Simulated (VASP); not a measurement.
# Li (a cell with a defect) in VASP: further runs

The runs below take Li (a cell with a defect) through single point, with PBEsol.

All numbers are computed with VASP 6.6.1; they aren't measurements. Logs are shortened: lines on timing, memory, paths and dates and some standing lists are left out, and cuts for length are marked.

**1. The cell of the first run**

The cell holds a defect, 17 atoms: a = 6.980 Å, b = 6.980 Å, c = 6.980 Å, α = 90.00°, β = 90.00°, γ = 90.00°.

**2. Single point, PBEsol**

Input file INCAR:

```
SYSTEM = Li
ALGO     = Normal         ! electronic algorithm
EDIFF    = 1E-7           ! SCF threshold, eV
ENCUT    = 520            ! plane-wave cutoff, eV
GGA      = PS             ! functional
ISIF     = 2              ! what is computed and relaxed
ISMEAR   = -1             ! smearing method
LASPH    = .TRUE.         ! aspherical terms in the spheres
LCHARG   = .FALSE.        ! write CHGCAR
LREAL    = Auto         
LWAVE    = .FALSE.        ! write WAVECAR
NBANDS   = 40             ! bands
NELM     = 100            ! most SCF steps
PREC     = Accurate       ! precision mode
SIGMA    = 0.1            ! smearing width, eV
```

Input file KPOINTS:

```
k-points
0
G
  2 2 2
  0 0 0
```

Input file POSCAR:

```
Li
1.0
    6.9800000000      0.0000000000      0.0000000000
    0.0000000000      6.9800000000      0.0000000000
    0.0000000000      0.0000000000      6.9800000000
Li
17
Direct
    0.0366701577      0.0131606153     -0.0275905578
    0.5027662468      0.0116461738     -0.0146772437
    0.0287592749      0.4555680792      0.0067069403
    0.0488247172      0.0358672449      0.5571492735
    0.2826516572      0.2437584403      0.2610793607
    0.4100387187      0.6321345756     -0.0254430010
    0.4931911842     -0.0428165773      0.5272988706
    0.7839589198      0.1370923603      0.2986806596
   -0.0237595398      0.4613336008      0.4477313944
    0.2120396232      0.7752692441      0.2720303126
    0.3116872677      0.2957826571      0.7430863191
    0.5207183637      0.5192067350      0.4647782956
    0.7854892592      0.7542823975      0.2218843858
    0.7472468013      0.2625635334      0.7292921350
    0.1852481151      0.6971551704      0.6898909519
    0.7682525599      0.7266040562      0.7632752325
    0.6479863732      0.3960818935      0.0868258708
```

Potentials or basis: VASP PAW PBE potentials, release 64 (Li_sv).

Launch:

```
cat potpaw_PBE.64/Li_sv/POTCAR > POTCAR
mpirun -np 1 vasp_std > vasp.out
```

OUTCAR:

```text
SYSTEM = Li
   EDIFF = 1E-7
   ENCUT = 520
   GGA = PS
   ISIF = 2
   ISMEAR = -1
   LASPH = .TRUE.
   LREAL = Auto
   NELM = 100
   PREC = Accurate

 ion  position               nearest neighbor table
   1  0.037  0.013  0.972-
   2  0.503  0.012  0.985-
   3  0.029  0.456  0.007-
   4  0.049  0.036  0.557-
   5  0.283  0.244  0.261-
   6  0.410  0.632  0.975-  17 2.47  15 2.57
   7  0.493  0.957  0.527-
   8  0.784  0.137  0.299-  17 2.52
   9  0.976  0.461  0.448-
  10  0.212  0.775  0.272-
  11  0.312  0.296  0.743-
  12  0.521  0.519  0.465-
  13  0.785  0.754  0.222-
  14  0.747  0.263  0.729-
  15  0.185  0.697  0.690-   6 2.57
  16  0.768  0.727  0.763-
  17  0.648  0.396  0.087-   6 2.47   8 2.52

  LATTYP: Found a simple cubic cell.
 ALAT       =     6.9800000000

  Lattice vectors:

 A1 = (   6.9800000000,   0.0000000000,   0.0000000000)
 A2 = (   0.0000000000,   6.9800000000,   0.0000000000)
 A3 = (   0.0000000000,   0.0000000000,   6.9800000000)

Analysis of symmetry for initial positions (statically):
=====================================================================
 Subroutine PRICEL returns:
 Original cell was already a primitive cell.

 Routine SETGRP: Setting up the symmetry group for a
 simple cubic supercell.

 Subroutine GETGRP returns: Found  1 space group operations
 (whereof  1 operations were pure point group operations)
 out of a pool of 48 trial point group operations.

The static configuration has the point symmetry C_1 .

Analysis of symmetry for dynamics (positions and initial velocities):
=====================================================================
 Subroutine PRICEL returns:
 Original cell was already a primitive cell.

 Routine SETGRP: Setting up the symmetry group for a
 simple cubic supercell.

 Subroutine GETGRP returns: Found  1 space group operations
 (whereof  1 operations were pure point group operations)
 out of a pool of 48 trial point group operations.

The dynamic configuration has the point symmetry C_1 .

 Subroutine INISYM returns: Found  1 space group operations
 (whereof  1 operations are pure point group operations),
[... 107 lines left out ...]
   ENCUT  =  520.0 eV  38.22 Ry    6.18 a.u.  12.98 12.98 12.98*2*pi/ulx,y,z
   NELM   =    100;   NELMIN=  2; NELMDL= -5     # of ELM steps
   EDIFF  = 0.1E-06   stopping-criterion for ELM
   LREAL  =      T    real-space projection
   EDIFFG = 0.1E-05   stopping-criterion for IOM
   NSW    =      0    number of steps for IOM
   IBRION =     -1    ionic relax: 0-MD 1-quasi-New 2-CG
   NFREE  =      0    steps in history (QN), initial steepest desc. (CG)
   ISIF   =      2    stress and relaxation
   ISYM   =      2    0-nonsym 1-usesym 2-fastsym
   POTIM  = 0.5000    time-step for ionic-motion
   TEBEG  =    0.0;   TEEND  =   0.0 temperature during run
   PSTRESS=    0.0 pullay stress
   NELECT =      51.0000    total number of electrons
   NUPDOWN=      -1.0000    fix difference up-down
   EMIN   =  10.00;   EMAX   =-10.00  energy-range for DOS
   EFERMI =   0.00;   METHOD = LEGACY
   ISMEAR =    -1;   SIGMA  =   0.10  broadening in eV -4-tet -1-fermi 0-gaus
   EFERMI_NEDOS =   21; number of points for ismear=-14 and -15
   IALGO  =     38    algorithm
   IMIX   =      4    mixing-type and parameters
     AMIX     =   0.40;   BMIX     =  1.00
     AMIX_MAG =   1.60;   BMIX_MAG =  1.00
  volume/ion in A,a.u.               =      20.00       134.99
  Fermi-wavevector in a.u.,A,eV,Ry     =   0.869780  1.643646 10.293044  0.756517
  Thomas-Fermi vector in A             =   1.988651
   LORBIT       =      0    0 simple, 1 ext, 2 COOP (PROOUT), +10 PAW based schemes
   GGA     = PS    functional components
   LHFCALC =     F    Hartree Fock is set to
   AEXX    =    0.0000 exact exchange contribution
   IVDW    =     0    specifies the selected vdW correction
   LEPSILON=     F    determine dielectric tensor
   LRPA    =     F    only Hartree local field effects (RPA)
 non-spin polarized calculation
  energy-cutoff  :      520.00
  volume of cell :      340.07
 maximum number of plane-waves:      9124
 NGX is ok and might be reduce to    54
   NGX = 25   NGY = 25   NGZ = 25

 number of electron      51.0000001 magnetization

 Free energy of the ion-electron system (eV)
  ---------------------------------------------------
  ext. energy  EPLUGINS =         0.00000000
  ---------------------------------------------------
  free energy    TOTEN  =       -32.69303432 eV

  energy without entropy =      -32.41700054  energy(sigma->0) =      -32.55501743

 E-fermi :   0.4723     XC(G=0):  -7.0455

 val. band max:        0.4512294658   @ k =   0.5000   0.0000   0.5000
 cond. band min:       0.5335144791   @ k =   0.5000   0.0000   0.5000
 fundamental gap:      0.0822850133
 Fermi energy:         0.4723120273

 k-point     1 :       0.0000    0.0000    0.0000
  band No.  band energies     occupation
      1     -45.3795      2.00000
      2     -45.3755      2.00000
      3     -45.3377      2.00000
      4     -45.3321      2.00000
      5     -45.3211      2.00000
      6     -45.3195      2.00000
[... 309 lines left out ...]
     36       3.1804      0.00000
     37       3.2937      0.00000
 [bands above 37 left out]

------------------------ aborting loop because EDIFF is reached ----------------------------------------

  FORCE on cell =-STRESS in cart. coord.  units (eV):
  Direction    XX          YY          ZZ          XY          YZ          ZX
  --------------------------------------------------------------------------------------
  -------------------------------------------------------------------------------------
  Total        0.1540040      1.3644919      0.2480279     -0.4888743     -0.3936254      0.3686711
  in kB        0.7255650      6.4285835      1.1685436     -2.3032525     -1.8545024      1.7369344
  external PRESSURE =       2.7742307 kB  Pullay stress =       0.0000000 kB

 VOLUME and BASIS-vectors are now :
 -----------------------------------------------------------------------------
  energy-cutoff  :      520.00
  volume of cell :      340.07
      direct lattice vectors                 reciprocal lattice vectors
     6.980000000  0.000000000  0.000000000     0.143266476  0.000000000  0.000000000
     0.000000000  6.980000000  0.000000000     0.000000000  0.143266476  0.000000000
     0.000000000  0.000000000  6.980000000     0.000000000  0.000000000  0.143266476

 POSITION                                       TOTAL-FORCE (eV/Angst)
 -----------------------------------------------------------------------------------
      0.25596      0.09186      6.78742        -0.016273      0.015943      0.025526
      3.50931      0.08129      6.87755        -0.006521     -0.016673     -0.019767
      0.20074      3.17987      0.04681         0.002270      0.006872     -0.006946
      0.34080      0.25035      3.88890        -0.017221     -0.005827     -0.022932
      1.97291      1.70143      1.82233         0.023844      0.004709     -0.003759
      2.86207      4.41230      6.80241         0.012021      0.032622     -0.001933
[... 9 lines left out ...]
      5.36240      5.07170      5.32766         0.019310      0.002519     -0.035718
      4.52294      2.76465      0.60604        -0.034808     -0.056286     -0.011085
 -----------------------------------------------------------------------------------
    total drift:                                0.002609     -0.002448     -0.019577

  FREE ENERGIE OF THE ION-ELECTRON SYSTEM (eV)
  ---------------------------------------------------
  free  energy   TOTEN  =       -32.6930343178 eV

  energy  without entropy=      -32.4170005364  energy(sigma->0) =      -32.55501743
```

stdout:

```text
POSCAR found type information on POSCAR Li
 POSCAR found :  1 types and      17 ions
 scaLAPACK will be used
 -----------------------------------------------------------------------------
|                                                                             |
|                                                                             |
|     You enforced a specific xc type in the INCAR file but a different       |
|     I HOPE YOU KNOW WHAT YOU ARE DOING!                                     |
|                                                                             |
 -----------------------------------------------------------------------------

 LDA part: xc-table for (Slater+PW92), standard interpolation
 POSCAR, INCAR and KPOINTS ok, starting setup
 FFT: planning ... GRIDC
 FFT: planning ... GRID_SOFT
 FFT: planning ... GRID
 WAVECAR not read
 entering main loop
```

It took 88 s on 1 thread of Intel Xeon 6975P-C (Granite Rapids), shared host; peak memory 0.37 GiB.

What came out:

```
Free energy            : -32.6930 eV
Largest force          : 0.067 eV/Å
Band gap on the k mesh : zero (an odd number of electrons rules out a gap without spin polarisation)
```

Forces on the atoms (eV/Å):
```
Li  -0.016  0.016  0.026
Li  -0.007 -0.017 -0.020
Li   0.002  0.007 -0.007
Li  -0.017 -0.006 -0.023
Li   0.024  0.005 -0.004
Li   0.012  0.033 -0.002
Li   0.027  0.016  0.026
Li  -0.009 -0.034  0.033
Li   0.025  0.027  0.010
Li   0.000  0.010 -0.002
Li  -0.013 -0.049 -0.014
Li  -0.003  0.009 -0.005
Li  -0.006  0.008  0.033
Li   0.005  0.005  0.002
Li  -0.009  0.025 -0.008
Li   0.019  0.003 -0.036
Li  -0.035 -0.056 -0.011
```

Levels at points of the mesh, in eV from the Fermi level:
```csv
k point,band 23,band 24,band 25,band 26,band 27,band 28
"(0.00, 0.00, 0.00)",-1.05,-1.00,0.25,0.32,0.46,0.53
"(0.50, 0.00, 0.00)",-0.55,-0.52,-0.50,-0.48,-0.46,0.97
"(0.00, 0.50, 0.00)",-0.55,-0.53,-0.50,-0.48,-0.43,0.97
"(0.00, 0.00, 0.50)",-0.57,-0.55,-0.51,-0.47,-0.44,0.98
"(0.50, 0.50, 0.00)",-0.19,-0.12,-0.08,0.12,0.19,0.27
"(0.00, 0.50, 0.50)",-0.18,-0.15,-0.08,0.15,0.21,0.26
"(0.50, 0.00, 0.50)",-0.16,-0.10,-0.02,0.06,0.18,0.23
"(0.50, 0.50, 0.50)",-1.65,-1.64,-1.59,1.82,2.01,2.05
```

Caveat: the k points lie up to 0.45 Å⁻¹ apart, too coarse for converged energies and pressures of a metal; the cutoff is under 1.25 times the usual one of these potentials, so pressure, stress and relaxed cells hold a basis-set (Pulay) error; the PAW data sets were made with another functional, which shifts forces and pressure a little.

**3. Single point, PBEsol**

Input file INCAR:

```
PREC     = Accurate       # precision mode
ENCUT    = 520            # plane-wave cutoff, eV
EDIFF    = 1E-7           # SCF threshold, eV
ISMEAR   = -1             # smearing method
SIGMA    = 0.1            # smearing width, eV
LREAL    = Auto         
LASPH    = True           # aspherical terms in the spheres
NELM     = 80             # most SCF steps
ALGO     = Normal         # electronic algorithm
ISIF     = 2              # what is computed and relaxed
LWAVE    = False          # write WAVECAR
LCHARG   = False          # write CHGCAR
GGA      = PS             # functional
NBANDS   = 40             # bands
```

Input file KPOINTS:

```
regular mesh
0
Gamma
  2 2 2
```

Input file POSCAR:

```
Li
1.0
    6.9800000000      0.0000000000      0.0000000000
    0.0000000000      6.9800000000      0.0000000000
    0.0000000000      0.0000000000      6.9800000000
Li
17
Direct
    0.1133810888     -0.0522636103     -0.0144699140
    0.5507593123     -0.0547421203     -0.1091117479
    0.0394842407      0.4258309456     -0.1923638968
    0.1665759312      0.0233094556      0.5841833811
    0.3607736390      0.3274785100      0.2505300860
    0.5138681948      0.5179942693     -0.1743553009
    0.4904871060     -0.0395272206      0.2636819484
    0.8783237822     -0.0957736390      0.2464183381
   -0.0096848138      0.3448997135      0.3130659026
    0.2892550143      0.6891404011      0.1180085960
    0.5099570201      0.2419770774      0.5936532951
    0.5874785100      0.5578510029      0.4626790831
    0.7680659026      0.6140257880      0.0254727794
    0.8246418338      0.1363753582      0.6913180516
    0.1608595989      0.6967335244      0.5622349570
    0.8029799427      0.7296561605      0.6322349570
    0.7309025788      0.2460601719      0.0679512894
```

Potentials or basis: VASP PAW PBE potentials, release 64 (Li_sv).

Launch:

```
cat potpaw_PBE.64/Li_sv/POTCAR > POTCAR
mpirun -np 1 vasp_std > vasp.out
```

OUTCAR:

```text
PREC = Accurate
   ENCUT = 520
   EDIFF = 1E-7
   ISMEAR = -1
   LREAL = Auto
   LASPH = True
   NELM = 80
   ISIF = 2
   GGA = PS

 ion  position               nearest neighbor table
   1  0.113  0.948  0.986-  10 2.37   8 2.47
   2  0.551  0.945  0.891-
   3  0.039  0.426  0.808-
   4  0.167  0.023  0.584-  15 2.28
   5  0.361  0.327  0.251-
   6  0.514  0.518  0.826-  13 2.35  11 2.52  12 2.60
   7  0.490  0.960  0.264-  10 2.57
   8  0.878  0.904  0.246-   1 2.47
   9  0.990  0.345  0.313-  17 2.58
  10  0.289  0.689  0.118-   1 2.37   7 2.57
  11  0.510  0.242  0.594-  14 2.42  12 2.45   6 2.52
  12  0.587  0.558  0.463-  16 2.26  11 2.45   6 2.60
  13  0.768  0.614  0.025-   6 2.35  17 2.60
  14  0.825  0.136  0.691-  11 2.42
  15  0.161  0.697  0.562-   4 2.28  16 2.56
  16  0.803  0.730  0.632-  12 2.26  15 2.56
  17  0.731  0.246  0.068-   9 2.58  13 2.60

  LATTYP: Found a simple cubic cell.
 ALAT       =     6.9800000000

[... 196 lines left out ...]
 cond. band min:       0.4761308873   @ k =   0.5000   0.5000   0.0000
 fundamental gap:      0.0217280422
 Fermi energy:         0.4653306641

 k-point     1 :       0.0000    0.0000    0.0000
  band No.  band energies     occupation
      1     -45.7166      2.00000
      2     -45.6579      2.00000
      3     -45.6237      2.00000
      4     -45.6064      2.00000
      5     -45.5958      2.00000
      6     -45.5729      2.00000
[... 309 lines left out ...]
     36       3.3590      0.00000
     37       3.4430      0.00000
 [bands above 37 left out]

------------------------ aborting loop because EDIFF is reached ----------------------------------------

  FORCE on cell =-STRESS in cart. coord.  units (eV):
  Direction    XX          YY          ZZ          XY          YZ          ZX
  --------------------------------------------------------------------------------------
  -------------------------------------------------------------------------------------
  Total        2.9217639      4.0450349      0.5934937      1.9257099     -0.6186842      0.5247839
  in kB       13.7654189     19.0575291      2.7961497      9.0726711     -2.9148308      2.4724344
  external PRESSURE =      11.8730326 kB  Pullay stress =       0.0000000 kB

 VOLUME and BASIS-vectors are now :
 -----------------------------------------------------------------------------
  energy-cutoff  :      520.00
  volume of cell :      340.07
      direct lattice vectors                 reciprocal lattice vectors
     6.980000000  0.000000000  0.000000000     0.143266476  0.000000000  0.000000000
     0.000000000  6.980000000  0.000000000     0.000000000  0.143266476  0.000000000
     0.000000000  0.000000000  6.980000000     0.000000000  0.000000000  0.143266476

 POSITION                                       TOTAL-FORCE (eV/Angst)
 -----------------------------------------------------------------------------------
      0.79140      6.61520      6.87900        -0.153579      0.668009     -0.559489
      3.84430      6.59790      6.21840        -0.285119     -0.190668     -0.298316
      0.27560      2.97230      5.63730         0.351215     -0.129254      0.223333
      1.16270      0.16270      4.07760         0.384768      0.639878     -0.244470
      2.51820      2.28580      1.74870        -0.095600     -0.152055     -0.508408
      3.58680      3.61560      5.76300        -0.784095     -0.109531      0.198647
[... 9 lines left out ...]
      5.60480      5.09300      4.41300         0.262119      0.544966      0.382118
      5.10170      1.71750      0.47430        -0.230224     -0.130962     -0.038328
 -----------------------------------------------------------------------------------
    total drift:                                0.005928     -0.010456     -0.012870

  FREE ENERGIE OF THE ION-ELECTRON SYSTEM (eV)
  ---------------------------------------------------
  free  energy   TOTEN  =       -30.3381653514 eV

  energy  without entropy=      -30.0990227610  energy(sigma->0) =      -30.21859406
```

Run time: 86 s. Hardware: 1 thread of Intel Xeon 6975P-C (Granite Rapids), shared host; peak memory 0.36 GiB.

Results:

```yaml
Free_energy: -30.3382 eV
Largest_force: 1.034 eV/Å
Band_gap_on_the_k_mesh: zero (an odd number of electrons rules out a gap without spin polarisation)
```

Forces in eV/Å, atoms in the order of the input:
```
Li  -0.154  0.668 -0.559
Li  -0.285 -0.191 -0.298
Li   0.351 -0.129  0.223
Li   0.385  0.640 -0.244
Li  -0.096 -0.152 -0.508
Li  -0.784 -0.110  0.199
Li   0.084 -0.092  0.624
Li  -0.007  0.032  0.608
Li  -0.139  0.194  0.432
Li  -0.057 -0.630  0.204
Li  -0.371 -0.484  0.014
Li  -0.119  0.231 -1.001
Li   0.372  0.374  0.468
Li   0.156 -0.063 -0.162
Li   0.632 -0.702 -0.341
Li   0.262  0.545  0.382
Li  -0.230 -0.131 -0.038
```

Caveat: the k points lie up to 0.45 Å⁻¹ apart, too coarse for converged energies and pressures of a metal; the cutoff is under 1.25 times the usual one of these potentials, so pressure, stress and relaxed cells hold a basis-set (Pulay) error; the atoms stand as in a frame of molecular dynamics; the PAW data sets were made with another functional, which shifts forces and pressure a little.

[end of part 1 of 2]
